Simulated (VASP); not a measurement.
Write the native input for VASP 6.6.1 that does the following.

```yaml
Task: single point
Functional: PBE
Potentials_or_basis: VASP PAW PBE potentials, release 64 (Ir)
Cutoff: 400 eV
k_mesh: 15 × 15 × 1
Occupations: gaussian, width 0.1 eV
Spin: no spin polarisation
Dipole_correction: yes
Further_INCAR_settings: ALGO = Normal; EDIFF = 1e-06; NBANDS = 20; NELMDL = -8
```

The structure of Ir lies in POSCAR:

```
Ir
1.0
    2.7369706002      0.0000000000      0.0000000000
   -1.3684853001      2.3702860692      0.0000000000
    0.0000000000      0.0000000000     19.4694542743
Ir
3
Direct
    0.6666666667      0.3333333333      0.3884704183
    0.3333333333      0.6666666667      0.4999999742
    0.0000000000      0.0000000000      0.6115296075
```

These files were run (other wordings do the same):

INCAR

```
SYSTEM = Ir
  PREC = Accurate
  ENCUT = 400
  EDIFF = 1E-6
  ISMEAR = 0
  SIGMA = 0.1
  LREAL = .FALSE.
  LASPH = .TRUE.
  NELM = 120
  ALGO = Normal
  ISIF = 2
  LWAVE = .FALSE.
  LCHARG = .FALSE.
  LDIPOL = .TRUE.
  IDIPOL = 3
  DIPOL = 0.5 0.5 0.500
  GGA = PE
  NBANDS = 20
  GGA_COMPAT = .FALSE.
  NELMDL = -8
```

KPOINTS

```
regular mesh
0
G
  15 15 1
  0 0 0
```

Potentials or basis: VASP PAW PBE potentials, release 64 (Ir).

The run is started by

```bash
$ cat potpaw_PBE.64/Ir/POTCAR > POTCAR
$ mpirun -np 1 vasp_std > vasp.out
```

Results of the run:

The largest force is 0.040 eV/Å and the band gap on the k mesh is zero (an odd number of electrons rules out a gap without spin polarisation).

Caveat: spin-orbit coupling is left out, which moves the levels of the heavy elements.

Wall time 45 s on 1 thread of Intel(R) Xeon(R) Platinum 8488C (Sapphire Rapids), on a shared host, peak memory 0.2 GiB.
